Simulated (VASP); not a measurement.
# Se (Pmc2_1) in VASP: notebook, part 2 of 2

VASP 6.6.1. Earlier steps stand in the parts before.

### 3 Single point, PBE (Te replaced by Se, lengths x 0.922, strained)

The input, INCAR:

```
SYSTEM = Se
PREC = Accurate
ENCUT = 520
EDIFF = 1E-6
ISMEAR = 0
SIGMA = 0.1
LREAL = .False.
LASPH = .True.
NELM = 100
ALGO = Normal
ISIF = 2
LWAVE = .False.
LCHARG = .False.
GGA = PE
NBANDS = 20
```

The input, KPOINTS:

```
Automatic mesh
0
Gamma
  6 4 2
  0 0 0
```

The input, POSCAR:

```
Se
1.0
    3.0255092793      0.0000000000      0.0000000000
    0.0000000000      4.5834464839      0.0000000000
    0.0000000000      0.0000000000      8.6835073146
Se
4
Direct
    0.5000000000      0.5452710000      0.7608140000
    0.5000000000      0.4547290000      0.2608140000
    0.5000000000      0.9874680000      0.0091860000
    0.5000000000      0.0125320000      0.5091860000
```

Potentials or basis: VASP PAW PBE potentials, release 64 (Se).

Launch:

```console
$ cat potpaw_PBE.64/Se/POTCAR > POTCAR
$ mpirun -np 1 vasp_std > vasp.out
```

OUTCAR:

```text
SYSTEM = Se
   PREC = Accurate
   ENCUT = 520
   EDIFF = 1E-6
   ISMEAR = 0
   LREAL = .False.
   LASPH = .True.
   NELM = 100
   ISIF = 2
   GGA = PE

 ion  position               nearest neighbor table
   1  0.500  0.545  0.761-
   2  0.500  0.455  0.261-
   3  0.500  0.987  0.009-
   4  0.500  0.013  0.509-

  LATTYP: Found a simple orthorhombic cell.
 ALAT       =     3.0255092793
 B/A-ratio  =     1.5149338709
 C/A-ratio  =     2.8700977300

  Lattice vectors:

 A1 = (   3.0255092793,   0.0000000000,   0.0000000000)
 A2 = (   0.0000000000,   4.5834464839,   0.0000000000)
 A3 = (   0.0000000000,   0.0000000000,   8.6835073146)

Analysis of symmetry for initial positions (statically):
=====================================================================
 Subroutine PRICEL returns:
 Original cell was already a primitive cell.

 Routine SETGRP: Setting up the symmetry group for a
 simple orthorhombic supercell.

 Subroutine GETGRP returns: Found  4 space group operations
 (whereof  2 operations were pure point group operations)
 out of a pool of  8 trial point group operations.

The static configuration has the point symmetry C_1h.
 The point group associated with its full space group is C_2v.

Analysis of symmetry for dynamics (positions and initial velocities):
=====================================================================
 Subroutine PRICEL returns:
 Original cell was already a primitive cell.

 Routine SETGRP: Setting up the symmetry group for a
 simple orthorhombic supercell.

 Subroutine GETGRP returns: Found  4 space group operations
 (whereof  2 operations were pure point group operations)
 out of a pool of  8 trial point group operations.

The dynamic configuration has the point symmetry C_1h.
 The point group associated with its full space group is C_2v.

 Subroutine INISYM returns: Found  4 space group operations
[... 116 lines left out ...]
   EFERMI_NEDOS =   21; number of points for ismear=-14 and -15
   IALGO  =     38    algorithm
   IMIX   =      4    mixing-type and parameters
     AMIX     =   0.40;   BMIX     =  1.00
     AMIX_MAG =   1.60;   BMIX_MAG =  1.00
  volume/ion in A,a.u.               =      30.10       203.15
  Fermi-wavevector in a.u.,A,eV,Ry     =   0.956276  1.807100 12.442038  0.914464
  Thomas-Fermi vector in A             =   2.085190
   LORBIT       =      0    0 simple, 1 ext, 2 COOP (PROOUT), +10 PAW based schemes
   GGA     = PE    functional components
   LHFCALC =     F    Hartree Fock is set to
   AEXX    =    0.0000 exact exchange contribution
   IVDW    =     0    specifies the selected vdW correction
   LEPSILON=     F    determine dielectric tensor
   LRPA    =     F    only Hartree local field effects (RPA)
 non-spin polarized calculation
 Gauss-broadening in eV      SIGMA  =   0.10
  energy-cutoff  :      520.00
  volume of cell :      120.42
 maximum number of plane-waves:      3271
 NGX is ok and might be reduce to    24
   NGX = 11   NGY = 17   NGZ = 33

 number of electron      23.9999998 magnetization

 Free energy of the ion-electron system (eV)
  ---------------------------------------------------
  ext. energy  EPLUGINS =         0.00000000
  ---------------------------------------------------
  free energy    TOTEN  =       -12.00614357 eV

  energy without entropy =      -11.98752411  energy(sigma->0) =      -11.99683384

 E-fermi :   1.7076     XC(G=0):  -8.6470

 val. band max:        1.7004029334   @ k =   0.1667   0.5000   0.0000
 cond. band min:       1.7319819406   @ k =   0.0000   0.0000   0.5000
 fundamental gap:      0.0315790072
 Fermi energy:         1.7075736456

 k-point     1 :       0.0000    0.0000    0.0000
  band No.  band energies     occupation
      1     -12.3424      2.00000
      2     -11.3873      2.00000
      3     -11.2899      2.00000
      4     -10.1353      2.00000
      5      -1.9704      2.00000
      6      -1.8221      2.00000
[... 541 lines left out ...]
     19       7.0604      0.00000
     20       7.0604      0.00000

------------------------ aborting loop because EDIFF is reached ----------------------------------------

  FORCE on cell =-STRESS in cart. coord.  units (eV):
  Direction    XX          YY          ZZ          XY          YZ          ZX
  --------------------------------------------------------------------------------------
  -------------------------------------------------------------------------------------
  Total       -5.4225852     -8.3053677     -7.8688728      0.0000000      0.0000000      0.0000000
  in kB      -72.1491371   -110.5054305   -104.6977338      0.0000000      0.0000000      0.0000000
  external PRESSURE =     -95.7841005 kB  Pullay stress =       0.0000000 kB

 VOLUME and BASIS-vectors are now :
 -----------------------------------------------------------------------------
  energy-cutoff  :      520.00
  volume of cell :      120.42
      direct lattice vectors                 reciprocal lattice vectors
     3.025509279  0.000000000  0.000000000     0.330522867  0.000000000  0.000000000
     0.000000000  4.583446484  0.000000000     0.000000000  0.218176432  0.000000000
     0.000000000  0.000000000  8.683507315     0.000000000  0.000000000  0.115160840

 POSITION                                       TOTAL-FORCE (eV/Angst)
 -----------------------------------------------------------------------------------
      1.51275      2.49922      6.60653         0.000000      0.812045      0.172237
      1.51275      2.08423      2.26478         0.000000     -0.812045      0.172237
      1.51275      4.52601      0.07977         0.000000     -0.269442     -0.172237
      1.51275      0.05744      4.42152         0.000000      0.269442     -0.172237
 -----------------------------------------------------------------------------------
    total drift:                                0.000000      0.000000      0.000073

  FREE ENERGIE OF THE ION-ELECTRON SYSTEM (eV)
  ---------------------------------------------------
  free  energy   TOTEN  =       -12.0061435668 eV

  energy  without entropy=      -11.9875241128  energy(sigma->0) =      -11.99683384
```

stdout:

```text
POSCAR found type information on POSCAR Se
 POSCAR found :  1 types and       4 ions
 scaLAPACK will be used
 LDA part: xc-table for (Slater+PW92), standard interpolation
 POSCAR, INCAR and KPOINTS ok, starting setup
 FFT: planning ... GRIDC
 FFT: planning ... GRID_SOFT
 FFT: planning ... GRID
 WAVECAR not read
 entering main loop
```

Run time: 42 s. Hardware: 1 thread of Intel Xeon Platinum 8259CL at 2.50GHz (Skylake/Cascade Lake), shared host; peak memory 0.24 GiB.

Results:

| Quantity | Value |
| --- | --- |
| Free energy | -12.0061 eV |
| Pressure | -9.6 GPa |
| Largest force | 0.830 eV/Å |
| Band gap on the k mesh | zero (band 12 reaches 3.27 eV, above the bottom of band 13 at 0.56 eV) |

Forces in eV/Å, atoms in the order of the input:
```
Se   0.000  0.812  0.172
Se   0.000 -0.812  0.172
Se   0.000 -0.269 -0.172
Se   0.000  0.269 -0.172
```

Caveat: the k points lie up to 0.36 Å⁻¹ apart; the cell differs from its parent crystal (Te replaced by Se, lengths x 0.922, strained).
